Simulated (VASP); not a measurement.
# MgS (Fm-3m) in VASP: notebook

MgS is run at these levels: PBE; tasks: electric field gradients.

All numbers are computed with VASP 6.6.1; they aren't measurements. Logs are shortened: lines on timing, memory, paths and dates and some standing lists are left out, and cuts for length are marked.

## Step 1: The cell of the first run

Symmetry: Fm-3m, No. 225, cubic system. Conventional cell: a = 5.221 Å, b = 5.221 Å, c = 5.221 Å, α = 90.00°, β = 90.00°, γ = 90.00°. Within 3.4 Å of Mg (site symmetry m-3m) lie 6 S at 2.61 Å. Within 3.4 Å of S (site symmetry m-3m) lie 6 Mg at 2.61 Å.

## Step 2: Electric field gradients, PBE (volume scaled by 1.01)

File INCAR:

```
SYSTEM = MgS
  ALGO = Normal
  EDIFF = 1E-8
  ENCUT = 520
  GGA = PE
  ISIF = 2
  ISMEAR = -1
  LASPH = .TRUE.
  LCHARG = .FALSE.
  LEFG = .TRUE.
  LREAL = .FALSE.
  LWAVE = .FALSE.
  NBANDS = 11
  NELM = 80
  PREC = Accurate
  SIGMA = 0.01
```

File KPOINTS:

```
k-points
0
G
  8 8 8
  0 0 0
```

File POSCAR:

```
MgS
1.0
    0.0000000000      2.6102934190      2.6102934190
    2.6102934190      0.0000000000      2.6102934190
    2.6102934190      2.6102934190      0.0000000000
Mg S
1 1
Direct
    0.0000000000      0.0000000000      0.0000000000
    0.5000000000      0.5000000000      0.5000000000
```

Potentials or basis: VASP PAW PBE potentials, release 64 (Mg, S).

Run with:

```
cat potpaw_PBE.64/Mg/POTCAR potpaw_PBE.64/S/POTCAR > POTCAR
mpirun -np 1 vasp_std > vasp.out
```

OUTCAR:

```text
SYSTEM = MgS
   EDIFF = 1E-8
   ENCUT = 520
   GGA = PE
   ISIF = 2
   ISMEAR = -1
   LASPH = .TRUE.
   LREAL = .FALSE.
   NELM = 80
   PREC = Accurate

 ion  position               nearest neighbor table
   1  0.000  0.000  0.000-   2 2.61   2 2.61   2 2.61   2 2.61   2 2.61   2 2.61
   2  0.500  0.500  0.500-   1 2.61   1 2.61   1 2.61   1 2.61   1 2.61   1 2.61

  LATTYP: Found a face centered cubic cell.
 ALAT       =     5.2205868380

  Lattice vectors:

 A1 = (   0.0000000000,   2.6102934190,   2.6102934190)
 A2 = (   2.6102934190,   0.0000000000,   2.6102934190)
 A3 = (   2.6102934190,   2.6102934190,   0.0000000000)

Analysis of symmetry for initial positions (statically):
=====================================================================
 Subroutine PRICEL returns:
 Original cell was already a primitive cell.

 Routine SETGRP: Setting up the symmetry group for a
 face centered cubic supercell.

 Subroutine GETGRP returns: Found 48 space group operations
 (whereof 48 operations were pure point group operations)
 out of a pool of 48 trial point group operations.

The static configuration has the point symmetry O_h .

Analysis of symmetry for dynamics (positions and initial velocities):
=====================================================================
 Subroutine PRICEL returns:
 Original cell was already a primitive cell.

 Routine SETGRP: Setting up the symmetry group for a
 face centered cubic supercell.

 Subroutine GETGRP returns: Found 48 space group operations
 (whereof 48 operations were pure point group operations)
 out of a pool of 48 trial point group operations.

The dynamic configuration has the point symmetry O_h .

 Subroutine INISYM returns: Found 48 space group operations
 (whereof 48 operations are pure point group operations),
 and found     1 'primitive' translations

----------------------------------------------------------------------------------------

                                     Primitive cell

  volume of cell :      35.5712

  direct lattice vectors                    reciprocal lattice vectors
     0.000000000  2.610293419  2.610293419    -0.191549347  0.191549347  0.191549347
     2.610293419  0.000000000  2.610293419     0.191549347 -0.191549347  0.191549347
     2.610293419  2.610293419  0.000000000     0.191549347  0.191549347 -0.191549347

  length of vectors
     3.691512355  3.691512355  3.691512355     0.331773201  0.331773201  0.331773201

  position of ions in fractional coordinates (direct lattice)
     0.000000000  0.000000000  0.000000000
     0.500000000  0.500000000  0.500000000

  ion indices of the primitive-cell ions
   primitive index   ion index
                 1           1
                 2           2

----------------------------------------------------------------------------------------

 KPOINTS: k-points

Automatic generation of k-mesh.
 Grid dimensions read from file:
 generate k-points for:    8    8    8

 Generating k-lattice:

  Cartesian coordinates                     Fractional coordinates (reciprocal lattice)
    -0.023943668  0.023943668  0.023943668     0.125000000  0.000000000  0.000000000
     0.023943668 -0.023943668  0.023943668     0.000000000  0.125000000  0.000000000
     0.023943668  0.023943668 -0.023943668     0.000000000  0.000000000  0.125000000

  Length of vectors
     0.041471650  0.041471650  0.041471650

  Shift w.r.t. Gamma in fractional coordinates (k-lattice)
     0.000000000  0.000000000  0.000000000

 Subroutine IBZKPT returns following result:
 ===========================================

 Found     29 irreducible k-points:

 Following reciprocal coordinates:
            Coordinates               Weight
  0.000000  0.000000  0.000000      1.000000
  0.125000  0.000000  0.000000      8.000000
  0.250000  0.000000  0.000000      8.000000
  0.375000  0.000000  0.000000      8.000000
  0.500000  0.000000  0.000000      4.000000
  0.125000  0.125000  0.000000      6.000000
[... 16 lines left out ...]
  0.500000  0.250000  0.125000     48.000000
 -0.375000  0.250000  0.125000     24.000000
 [... further k-points ...]
   k-points           NKPTS =     29   k-points in BZ     NKDIM =     29   number of bands    NBANDS=     11
   number of dos      NEDOS =    301   number of ions     NIONS =      2
   total plane-waves  NPLWV =  21952
   dimension x,y,z NGX =    28 NGY =   28 NGZ =   28
   dimension x,y,z NGXF=    56 NGYF=   56 NGZF=   56
   ions per type =               1   1
   NGX,Y,Z   is equivalent  to a cutoff of  12.61, 12.61, 12.61 a.u.
   NGXF,Y,Z  is equivalent  to a cutoff of  25.22, 25.22, 25.22 a.u.
 SYSTEM =  MgS
   PREC   = accura    normal or accurate (medium, high low for compatibility)
   ISTART =      0    job   : 0-new  1-cont  2-samecut
   ICHARG =      2    charge: 1-file 2-atom 10-const
   ISPIN  =      1    spin polarized calculation?
   LNONCOLLINEAR =      F non collinear calculations
   LSORBIT =      F    spin-orbit coupling
   LASPH  =      T    aspherical Exc in radial PAW
   ENCUT  =  520.0 eV  38.22 Ry    6.18 a.u.   6.86  6.86  6.86*2*pi/ulx,y,z
   NELM   =     80;   NELMIN=  2; NELMDL= -5     # of ELM steps
   EDIFF  = 0.1E-07   stopping-criterion for ELM
   LREAL  =      F    real-space projection
   EDIFFG = 0.1E-06   stopping-criterion for IOM
   NSW    =      0    number of steps for IOM
   IBRION =     -1    ionic relax: 0-MD 1-quasi-New 2-CG
   NFREE  =      0    steps in history (QN), initial steepest desc. (CG)
   ISIF   =      2    stress and relaxation
   ISYM   =      2    0-nonsym 1-usesym 2-fastsym
   POTIM  = 0.5000    time-step for ionic-motion
   TEBEG  =    0.0;   TEEND  =   0.0 temperature during run
   PSTRESS=    0.0 pullay stress
   NELECT =       8.0000    total number of electrons
   NUPDOWN=      -1.0000    fix difference up-down
   EMIN   =  10.00;   EMAX   =-10.00  energy-range for DOS
   EFERMI =   0.00;   METHOD = LEGACY
   ISMEAR =    -1;   SIGMA  =   0.01  broadening in eV -4-tet -1-fermi 0-gaus
   EFERMI_NEDOS =   21; number of points for ismear=-14 and -15
   IALGO  =     38    algorithm
   IMIX   =      4    mixing-type and parameters
     AMIX     =   0.40;   BMIX     =  1.00
     AMIX_MAG =   1.60;   BMIX_MAG =  1.00
  volume/ion in A,a.u.               =      17.79       120.02
  Fermi-wavevector in a.u.,A,eV,Ry     =   0.995571  1.881356 13.485568  0.991161
  Thomas-Fermi vector in A             =   2.127600
   LORBIT       =      0    0 simple, 1 ext, 2 COOP (PROOUT), +10 PAW based schemes
   GGA     = PE    functional components
[... 5 lines left out ...]
 non-spin polarized calculation
  energy-cutoff  :      520.00
  volume of cell :       35.57
 maximum number of plane-waves:       982
   NGX = 13   NGY = 13   NGZ = 13

 number of electron       8.0000000 magnetization

 Free energy of the ion-electron system (eV)
  ---------------------------------------------------
  ext. energy  EPLUGINS =         0.00000000
  ---------------------------------------------------
  free energy    TOTEN  =        -8.50299843 eV

  energy without entropy =       -8.50299843  energy(sigma->0) =       -8.50299843

 E-fermi :   3.9104     XC(G=0):  -9.6472

 val. band max:        3.6369238935   @ k =   0.0000   0.0000   0.0000
 cond. band min:       6.3907120042   @ k =   0.5000   0.5000   0.0000
 fundamental gap:      2.7537881107
 Fermi energy:         3.9104059520

 k-point     1 :       0.0000    0.0000    0.0000
  band No.  band energies     occupation
      1      -8.9737      2.00000
      2       3.6369      2.00000
      3       3.6369      2.00000
      4       3.6369      2.00000
      5       7.2690      0.00000
      6      11.5976      0.00000
      7      11.5976      0.00000
      8      11.5976      0.00000
      9      13.9754      0.00000
     10      13.9754      0.00000
     11      16.1516      0.00000

 k-point     2 :       0.1250    0.0000    0.0000
  band No.  band energies     occupation
      1      -8.8251      2.00000
      2       2.5958      2.00000
      3       3.5381      2.00000
      4       3.5381      2.00000
      5       8.0750      0.00000
      6      11.2718      0.00000
      7      11.8400      0.00000
      8      11.8400      0.00000
      9      13.3334      0.00000
     10      13.3334      0.00000
     11      16.2593      0.00000
[... 295 lines left out ...]
 k-point    24 :      -0.3750    0.2500    0.1250
  band No.  band energies     occupation
      1      -7.5019      2.00000
      2      -0.6170      2.00000
      3       1.5322      2.00000
      4       2.5064      2.00000
      5       9.1830      0.00000
      6       9.7257      0.00000
      7      12.0227      0.00000
      8      13.0083      0.00000
      9      15.8593      0.00000
     10      16.8503      0.00000
     11      19.1352      0.00000

 [... further k-points ...]
[... 5 lines left out ...]
  --------------------------------------------------------------------------------------
  -------------------------------------------------------------------------------------
  Total        0.0221407      0.0221407      0.0221407      0.0000000      0.0000000      0.0000000
  in kB        0.9972514      0.9972514      0.9972514      0.0000000      0.0000000      0.0000000
  external PRESSURE =       0.9972514 kB  Pullay stress =       0.0000000 kB

 VOLUME and BASIS-vectors are now :
 -----------------------------------------------------------------------------
  energy-cutoff  :      520.00
  volume of cell :       35.57
      direct lattice vectors                 reciprocal lattice vectors
     0.000000000  2.610293419  2.610293419    -0.191549347  0.191549347  0.191549347
     2.610293419  0.000000000  2.610293419     0.191549347 -0.191549347  0.191549347
     2.610293419  2.610293419  0.000000000     0.191549347  0.191549347 -0.191549347

 POSITION                                       TOTAL-FORCE (eV/Angst)
 -----------------------------------------------------------------------------------
      0.00000      0.00000      0.00000        -0.000000      0.000000     -0.000000
      2.61029      2.61029      2.61029         0.000000     -0.000000      0.000000
 -----------------------------------------------------------------------------------
    total drift:                                0.000000      0.000000      0.000000

  FREE ENERGIE OF THE ION-ELECTRON SYSTEM (eV)
  ---------------------------------------------------
  free  energy   TOTEN  =        -8.5029984269 eV

  energy  without entropy=       -8.5029984269  energy(sigma->0) =       -8.50299843

 Electric field gradients (V/A^2)
---------------------------------------------------------------------
 ion       V_xx      V_yy      V_zz      V_xy      V_xz      V_yz
---------------------------------------------------------------------
   1       0.000    -0.000    -0.000     0.000     0.000     0.000
   2      -0.000     0.000    -0.000    -0.000    -0.000    -0.000
---------------------------------------------------------------------

 Electric field gradients after diagonalization (V/A^2)
 (convention: |V_zz| > |V_xx| > |V_yy|)
----------------------------------------------------------------------
 ion       V_xx      V_yy      V_zz     asymmetry (V_yy - V_xx)/ V_zz
----------------------------------------------------------------------
   1      -0.000    -0.000     0.000       0.000
   2       0.000     0.000    -0.001       0.000
----------------------------------------------------------------------

           NMR quadrupolar parameters

 Cq : quadrupolar parameter    Cq=e*Q*V_zz/h
 eta: asymmetry parameters     (V_yy - V_xx)/ V_zz
 Q  : nuclear electric quadrupole moment in mb (millibarn)
----------------------------------------------------------------------
 ion       Cq(MHz)       eta       Q (mb)
----------------------------------------------------------------------
   1       0.000       0.000       1.000
   2      -0.000       0.000       1.000
----------------------------------------------------------------------
```

Wall time 16 s (1 thread of Intel Xeon Platinum 8259CL at 2.50GHz (Skylake/Cascade Lake), shared host); peak memory 0.16 GiB.

What came out:

```
Free energy            : -8.5030 eV
Pressure               : 0.1 GPa
Band gap on the k mesh : 2.75 eV, indirect (least direct gap 3.63 eV)
```

Levels at points of the mesh, in eV from the valence-band top:
| k point | band 2 | band 3 | band 4 | band 5 | band 6 | band 7 |
| --- | --- | --- | --- | --- | --- | --- |
| (0.00, 0.00, 0.00) | 0.00 | 0.00 | 0.00 | 3.63 | 7.96 | 7.96 |
| (0.50, 0.00, 0.00) | -4.78 | -0.58 | -0.58 | 4.53 | 6.90 | 6.90 |
| (0.50, 0.50, 0.00) | -4.14 | -1.66 | -1.66 | 2.75 | 4.43 | 11.91 |

Caveat: without QUAD_EFG the Cq values of the log hold for a quadrupole moment of 1 mb, not for the nuclei.

(Continued in part 2 of 2.)
